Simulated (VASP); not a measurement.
# BaTiO3 (P4mm) in VASP: notebook

The runs below take BaTiO3 through single point, with PBE, r2SCAN.

Program: VASP 6.6.1. These are calculated values, not measurements. Logs are shortened: lines on timing, memory, paths and dates and some standing lists are left out, and cuts for length are marked.

### 1 The cell of the first run

Symmetry: P4mm, No. 99, tetragonal system. Conventional cell: a = 3.986 Å, b = 3.986 Å, c = 4.198 Å, α = 90.00°, β = 90.00°, γ = 90.00°. Within 3.7 Å of Ba (site symmetry 4mm) lie 12 O at 2.80 to 2.99 Å and 8 Ti at 3.47 to 3.56 Å. Ti (site symmetry 4mm) has 6 O at 1.81 to 2.39 Å within 2.4 Å. Within 2.4 Å of O (site symmetry 4mm) lie 2 Ti at 1.81 to 2.39 Å. O (site symmetry 2mm) has 2 Ti at 2.00 Å and 4 Ba at 2.80 to 2.99 Å and 8 O at 2.82 to 2.96 Å within 3.0 Å.

### 2 Single point, PBE

Contents of INCAR:

```
SYSTEM = BaTiO3
PREC = Accurate
ENCUT = 520
EDIFF = 1E-7
ISMEAR = -1
SIGMA = 0.02
LREAL = .FALSE.
LASPH = .TRUE.
NELM = 60
ALGO = Normal
ISIF = 2
LWAVE = .FALSE.
LCHARG = .TRUE.
GGA = PE
LELF = .TRUE.
LVHAR = .TRUE.
NBANDS = 28
```

Contents of KPOINTS:

```
Automatic mesh
0
G
  6 6 6
  0 0 0
```

Contents of POSCAR:

```
BaTiO3
1.0
    3.9861129279      0.0000000000      0.0000000000
    0.0000000000      3.9861129279      0.0000000000
    0.0000000000      0.0000000000      4.1980356845
Ba Ti O
1 1 3
Direct
    0.0000000000      0.0000000000     -0.0104426150
    0.5000000000      0.5000000000      0.4722700993
    0.5000000000      0.5000000000      0.0405145117
    0.5000000000      0.0000000000      0.5203290020
    0.0000000000      0.5000000000      0.5203290020
```

Potentials or basis: VASP PAW PBE potentials, release 64 (Ba_sv, Ti_sv, O).

Started as:

```sh
$ cat potpaw_PBE.64/Ba_sv/POTCAR potpaw_PBE.64/Ti_sv/POTCAR potpaw_PBE.64/O/POTCAR > POTCAR
$ mpirun -np 1 vasp_std > vasp.out
```

OUTCAR:

```text
SYSTEM = BaTiO3
   PREC = Accurate
   ENCUT = 520
   EDIFF = 1E-7
   ISMEAR = -1
   LREAL = .FALSE.
   LASPH = .TRUE.
   NELM = 60
   ISIF = 2
   GGA = PE

 ion  position               nearest neighbor table
   1  0.000  0.000  0.990-   4 2.80   5 2.80   5 2.80   4 2.80   3 2.83   3 2.83   3 2.83   3 2.83
                             4 2.99   5 2.99   5 2.99   4 2.99   2 3.47   2 3.47   2 3.47   2 3.47
   2  0.500  0.500  0.472-   3 1.81   4 2.00   5 2.00   4 2.00   5 2.00   3 2.39   1 3.47   1 3.47
                             1 3.47   1 3.47   1 3.56   1 3.56   1 3.56   1 3.56
   3  0.500  0.500  0.041-   2 1.81   2 2.39   1 2.83   1 2.83   1 2.83   1 2.83
   4  0.500  0.000  0.520-   2 2.00   2 2.00   1 2.80   1 2.80   1 2.99   1 2.99
   5  0.000  0.500  0.520-   2 2.00   2 2.00   1 2.80   1 2.80   1 2.99   1 2.99

  LATTYP: Found a simple tetragonal cell.
 ALAT       =     3.9861129279
 C/A-ratio  =     1.0531652666

  Lattice vectors:

 A1 = (   3.9861129279,   0.0000000000,   0.0000000000)
 A2 = (   0.0000000000,   3.9861129279,   0.0000000000)
 A3 = (   0.0000000000,   0.0000000000,   4.1980356845)

Analysis of symmetry for initial positions (statically):
=====================================================================
 Subroutine PRICEL returns:
 Original cell was already a primitive cell.

 Routine SETGRP: Setting up the symmetry group for a
 simple tetragonal supercell.

 Subroutine GETGRP returns: Found  8 space group operations
 (whereof  8 operations were pure point group operations)
 out of a pool of 16 trial point group operations.

The static configuration has the point symmetry C_4v.

Analysis of symmetry for dynamics (positions and initial velocities):
=====================================================================
 Subroutine PRICEL returns:
 Original cell was already a primitive cell.

 Routine SETGRP: Setting up the symmetry group for a
 simple tetragonal supercell.

 Subroutine GETGRP returns: Found  8 space group operations
 (whereof  8 operations were pure point group operations)
 out of a pool of 16 trial point group operations.

The dynamic configuration has the point symmetry C_4v.

 Subroutine INISYM returns: Found  8 space group operations
 (whereof  8 operations are pure point group operations),
 and found     1 'primitive' translations

----------------------------------------------------------------------------------------
[... 99 lines left out ...]
   EDIFF  = 0.1E-06   stopping-criterion for ELM
   LREAL  =      F    real-space projection
   EDIFFG = 0.1E-05   stopping-criterion for IOM
   NSW    =      0    number of steps for IOM
   IBRION =     -1    ionic relax: 0-MD 1-quasi-New 2-CG
   NFREE  =      0    steps in history (QN), initial steepest desc. (CG)
   ISIF   =      2    stress and relaxation
   ISYM   =      2    0-nonsym 1-usesym 2-fastsym
   POTIM  = 0.5000    time-step for ionic-motion
   TEBEG  =    0.0;   TEEND  =   0.0 temperature during run
   PSTRESS=    0.0 pullay stress
   NELECT =      40.0000    total number of electrons
   NUPDOWN=      -1.0000    fix difference up-down
   EMIN   =  10.00;   EMAX   =-10.00  energy-range for DOS
   EFERMI =   0.00;   METHOD = LEGACY
   ISMEAR =    -1;   SIGMA  =   0.02  broadening in eV -4-tet -1-fermi 0-gaus
   EFERMI_NEDOS =   21; number of points for ismear=-14 and -15
   IALGO  =     38    algorithm
   IMIX   =      4    mixing-type and parameters
     AMIX     =   0.40;   BMIX     =  1.00
     AMIX_MAG =   1.60;   BMIX_MAG =  1.00
  volume/ion in A,a.u.               =      13.34        90.03
  Fermi-wavevector in a.u.,A,eV,Ry     =   1.380532  2.608827 25.930906  1.905868
  Thomas-Fermi vector in A             =   2.505400
   LORBIT       =      0    0 simple, 1 ext, 2 COOP (PROOUT), +10 PAW based schemes
   GGA     = PE    functional components
   LHFCALC =     F    Hartree Fock is set to
   AEXX    =    0.0000 exact exchange contribution
   IVDW    =     0    specifies the selected vdW correction
   LEPSILON=     F    determine dielectric tensor
   LRPA    =     F    only Hartree local field effects (RPA)
 non-spin polarized calculation
  energy-cutoff  :      520.00
  volume of cell :       66.70
 maximum number of plane-waves:      1820
 NGX is ok and might be reduce to    30
   NGX = 15   NGY = 15   NGZ = 15

 number of electron      39.9999983 magnetization

 Free energy of the ion-electron system (eV)
  ---------------------------------------------------
  ext. energy  EPLUGINS =         0.00000000
  ---------------------------------------------------
  free energy    TOTEN  =       -40.04015345 eV

  energy without entropy =      -40.04015345  energy(sigma->0) =      -40.04015345

 E-fermi :   4.2836     XC(G=0): -11.0261

 val. band max:        3.7470489774   @ k =   0.5000   0.5000   0.5000
 cond. band min:       5.5351354805   @ k =   0.0000   0.0000   0.0000
 fundamental gap:      1.7880865032
 Fermi energy:         4.2835894240

 k-point     1 :       0.0000    0.0000    0.0000
  band No.  band energies     occupation
      1     -52.9034      2.00000
      2     -29.2384      2.00000
      3     -29.1008      2.00000
      4     -29.1008      2.00000
      5     -21.4387      2.00000
      6     -13.2677      2.00000
[... 733 lines left out ...]
     27      11.3691      0.00000
     28      12.6708      0.00000

 [... further k-points ...]

------------------------ aborting loop because EDIFF is reached ----------------------------------------

  FORCE on cell =-STRESS in cart. coord.  units (eV):
  Direction    XX          YY          ZZ          XY          YZ          ZX
  --------------------------------------------------------------------------------------
  -------------------------------------------------------------------------------------
  Total        0.6468666      0.6468666      0.6922074      0.0000000      0.0000000      0.0000000
  in kB       15.5374578     15.5374578     16.6265251      0.0000000      0.0000000      0.0000000
  external PRESSURE =      15.9004803 kB  Pullay stress =       0.0000000 kB

 VOLUME and BASIS-vectors are now :
 -----------------------------------------------------------------------------
  energy-cutoff  :      520.00
  volume of cell :       66.70
      direct lattice vectors                 reciprocal lattice vectors
     3.986112928  0.000000000  0.000000000     0.250870966  0.000000000  0.000000000
     0.000000000  3.986112928  0.000000000     0.000000000  0.250870966  0.000000000
     0.000000000  0.000000000  4.198035684     0.000000000  0.000000000  0.238206646

 POSITION                                       TOTAL-FORCE (eV/Angst)
 -----------------------------------------------------------------------------------
      0.00000      0.00000      4.15420         0.000000     -0.000000      0.047235
      1.99306      1.99306      1.98261         0.000000     -0.000000      0.084123
      1.99306      1.99306      0.17008         0.000000      0.000000     -0.077356
      1.99306      0.00000      2.18436         0.000000     -0.000000     -0.027001
      0.00000      1.99306      2.18436        -0.000000     -0.000000     -0.027001
 -----------------------------------------------------------------------------------
    total drift:                                0.000000      0.000000      0.000203

  FREE ENERGIE OF THE ION-ELECTRON SYSTEM (eV)
  ---------------------------------------------------
  free  energy   TOTEN  =       -40.0401534520 eV

  energy  without entropy=      -40.0401534520  energy(sigma->0) =      -40.04015345
```

It took 48 s on 1 thread of Intel Xeon 6975P-C (Granite Rapids), shared host; peak memory 0.22 GiB.

Results:

```yaml
Free_energy: -40.0402 eV
Pressure: 1.6 GPa
Largest_force: 0.084 eV/Å
Band_gap_on_the_k_mesh: 1.79 eV (least direct gap 2.35 eV)
```

Forces on the atoms (eV/Å):
```
Ba   0.000  0.000  0.047
Ti   0.000  0.000  0.084
O    0.000  0.000 -0.077
O    0.000  0.000 -0.027
O    0.000  0.000 -0.027
```

Stress tensor (GPa, compression positive):
```
1.55 0.00 0.00
0.00 1.55 0.00
0.00 0.00 1.66
```

Caveat: spin-orbit coupling is left out, which moves the levels of the heavy elements. A k mesh can miss the band edges.

### 3 Single point, r2SCAN

This run uses another cell than the first one, of 12.98 Å³/atom.

Contents of POSCAR:

```
BaTiO3
1.0
    3.9723669980      0.0000000000      0.0000000000
    0.0000000000      3.9723669980      0.0000000000
    0.0000000000      0.0000000000      4.1122280131
Ba Ti O
1 1 3
Direct
    0.0000000000      0.0000000000     -0.0043575938
    0.5000000000      0.5000000000      0.4775259965
    0.5000000000      0.5000000000      0.0345448926
    0.5000000000      0.0000000000      0.5176433524
    0.0000000000      0.5000000000      0.5176433524
```

Contents of INCAR.step1:

```
ALGO = Normal
EDIFF = 1E-4
ENCUT = 520
GGA = PE
ISMEAR = -1
LASPH = T
LCHARG = F
LREAL = F
LWAVE = T
NBANDS = 28
NELM = 80
PREC = Accurate
SIGMA = 0.02
```

Contents of INCAR.step2:

```
ALGO = Normal
EDIFF = 1E-6
ENCUT = 520
ISIF = 2
ISMEAR = -1
ISTART = 1
LASPH = T
LCHARG = T
LELF = T
LMIXTAU = T
LREAL = F
LVHAR = T
LWAVE = F
METAGGA = R2SCAN
NBANDS = 28
NELM = 80
PREC = Accurate
SIGMA = 0.02
```

Contents of KPOINTS:

```
k-points
0
Gamma
  6 6 6
```

Potentials or basis: VASP PAW PBE potentials, release 64 (Ba_sv, Ti_sv, O).

Started as:

```sh
$ cat potpaw_PBE.64/Ba_sv/POTCAR potpaw_PBE.64/Ti_sv/POTCAR potpaw_PBE.64/O/POTCAR > POTCAR
$ cp INCAR.step1 INCAR
$ mpirun -np 1 vasp_std > vasp.out
$ cp INCAR.step2 INCAR
$ mpirun -np 1 vasp_std > vasp.out
```

OUTCAR:

```text
EDIFF = 1E-6
   ENCUT = 520
   ISIF = 2
   ISMEAR = -1
   ISTART = 1
   LASPH = T
   LREAL = F
   METAGGA = R2SCAN
   NELM = 80
   PREC = Accurate

 ion  position               nearest neighbor table
   1  0.000  0.000  0.996-   4 2.79   5 2.79   5 2.79   4 2.79   3 2.81   3 2.81   3 2.81   3 2.81
                             4 2.92   5 2.92   5 2.92   4 2.92   2 3.44   2 3.44   2 3.44   2 3.44
   2  0.500  0.500  0.478-   3 1.82   4 1.99   5 1.99   4 1.99   5 1.99   3 2.29   1 3.44   1 3.44
                             1 3.44   1 3.44   1 3.53   1 3.53   1 3.53   1 3.53
   3  0.500  0.500  0.035-   2 1.82   2 2.29   1 2.81   1 2.81   1 2.81   1 2.81
   4  0.500  0.000  0.518-   2 1.99   2 1.99   1 2.79   1 2.79   1 2.92   1 2.92
   5  0.000  0.500  0.518-   2 1.99   2 1.99   1 2.79   1 2.79   1 2.92   1 2.92

  LATTYP: Found a simple tetragonal cell.
 ALAT       =     3.9723669980
 C/A-ratio  =     1.0352084828

  Lattice vectors:

 A1 = (   3.9723669980,   0.0000000000,   0.0000000000)
 A2 = (   0.0000000000,   3.9723669980,   0.0000000000)
 A3 = (   0.0000000000,   0.0000000000,   4.1122280131)

Analysis of symmetry for initial positions (statically):
=====================================================================
 Subroutine PRICEL returns:
 Original cell was already a primitive cell.

 Routine SETGRP: Setting up the symmetry group for a
 simple tetragonal supercell.

 Subroutine GETGRP returns: Found  8 space group operations
 (whereof  8 operations were pure point group operations)
 out of a pool of 16 trial point group operations.

The static configuration has the point symmetry C_4v.

Analysis of symmetry for dynamics (positions and initial velocities):
=====================================================================
 Subroutine PRICEL returns:
 Original cell was already a primitive cell.

 Routine SETGRP: Setting up the symmetry group for a
 simple tetragonal supercell.

[... 129 lines left out ...]
     AMIX     =   0.40;   BMIX     =  1.00
     AMIX_MAG =   1.60;   BMIX_MAG =  1.00
  volume/ion in A,a.u.               =      12.98        87.58
  Fermi-wavevector in a.u.,A,eV,Ry     =   1.393273  2.632904 26.411757  1.941209
  Thomas-Fermi vector in A             =   2.516935
   LORBIT       =      0    0 simple, 1 ext, 2 COOP (PROOUT), +10 PAW based schemes
   METAGGA = R2SCAN    functional components
   LHFCALC =     F    Hartree Fock is set to
   AEXX    =    0.0000 exact exchange contribution
   IVDW    =     0    specifies the selected vdW correction
   LEPSILON=     F    determine dielectric tensor
   LRPA    =     F    only Hartree local field effects (RPA)
 non-spin polarized calculation
  energy-cutoff  :      520.00
  volume of cell :       64.89
 maximum number of plane-waves:      1779
 NGX is ok and might be reduce to    30
   NGX = 15   NGY = 15   NGZ = 15

 number of electron      39.9999984 magnetization

 Free energy of the ion-electron system (eV)
  ---------------------------------------------------
  ext. energy  EPLUGINS =         0.00000000
  ---------------------------------------------------
  free energy    TOTEN  =       -74.25933657 eV

  energy without entropy =      -74.25933657  energy(sigma->0) =      -74.25933657

 E-fermi :   4.1957     XC(G=0): -11.8331

 val. band max:        3.5988763315   @ k =   0.5000   0.5000   0.5000
 cond. band min:       5.8090021622   @ k =   0.0000   0.0000   0.0000
 fundamental gap:      2.2101258307
 Fermi energy:         4.1956902171

 k-point     1 :       0.0000    0.0000    0.0000
  band No.  band energies     occupation
      1     -55.2040      2.00000
      2     -30.4719      2.00000
      3     -30.3581      2.00000
      4     -30.3581      2.00000
      5     -22.1093      2.00000
      6     -14.3948      2.00000
[... 733 lines left out ...]
     27      12.1681      0.00000
     28      13.4668      0.00000

 [... further k-points ...]

------------------------ aborting loop because EDIFF is reached ----------------------------------------

  FORCE on cell =-STRESS in cart. coord.  units (eV):
  Direction    XX          YY          ZZ          XY          YZ          ZX
  --------------------------------------------------------------------------------------
  -------------------------------------------------------------------------------------
  Total        0.7559851      0.7559851      0.8282032      0.0000000      0.0000000      0.0000000
  in kB       18.6658550     18.6658550     20.4489759      0.0000000      0.0000000      0.0000000
  external PRESSURE =      19.2602286 kB  Pullay stress =       0.0000000 kB

 VOLUME and BASIS-vectors are now :
 -----------------------------------------------------------------------------
  energy-cutoff  :      520.00
  volume of cell :       64.89
      direct lattice vectors                 reciprocal lattice vectors
     3.972366998  0.000000000  0.000000000     0.251739077  0.000000000  0.000000000
     0.000000000  3.972366998  0.000000000     0.000000000  0.251739077  0.000000000
     0.000000000  0.000000000  4.112228013     0.000000000  0.000000000  0.243177177

 POSITION                                       TOTAL-FORCE (eV/Angst)
 -----------------------------------------------------------------------------------
      0.00000      0.00000      4.09431         0.000000     -0.000000      0.028978
      1.98618      1.98618      1.96370         0.000000      0.000000      0.164751
      1.98618      1.98618      0.14206         0.000000     -0.000000     -0.157814
      1.98618      0.00000      2.12867         0.000000     -0.000000     -0.017957
      0.00000      1.98618      2.12867        -0.000000     -0.000000     -0.017957
 -----------------------------------------------------------------------------------
    total drift:                                0.000000      0.000000     -0.003711

  FREE ENERGIE OF THE ION-ELECTRON SYSTEM (eV)
  ---------------------------------------------------
  free  energy   TOTEN  =       -74.2593365707 eV

  energy  without entropy=      -74.2593365707  energy(sigma->0) =      -74.25933657
```

It took 2.1 min on 1 thread of Intel Xeon 6975P-C (Granite Rapids), shared host; peak memory 0.22 GiB.

Results:

```yaml
Free_energy: -74.2593 eV
Pressure: 1.9 GPa
Largest_force: 0.165 eV/Å
Band_gap_on_the_k_mesh: 2.21 eV (least direct gap 2.71 eV)
```

Forces in eV/Å, atoms in the order of the input:
```
Ba   0.000  0.000  0.029
Ti   0.000  0.000  0.165
O    0.000  0.000 -0.158
O    0.000  0.000 -0.018
O    0.000  0.000 -0.018
```

Stress tensor (GPa, compression positive):
```
1.87 0.00 0.00
0.00 1.87 0.00
0.00 0.00 2.04
```

Caveat: the PAW data sets were made with another functional, which shifts forces and pressure a little; spin-orbit coupling is left out, which moves the levels of the heavy elements.
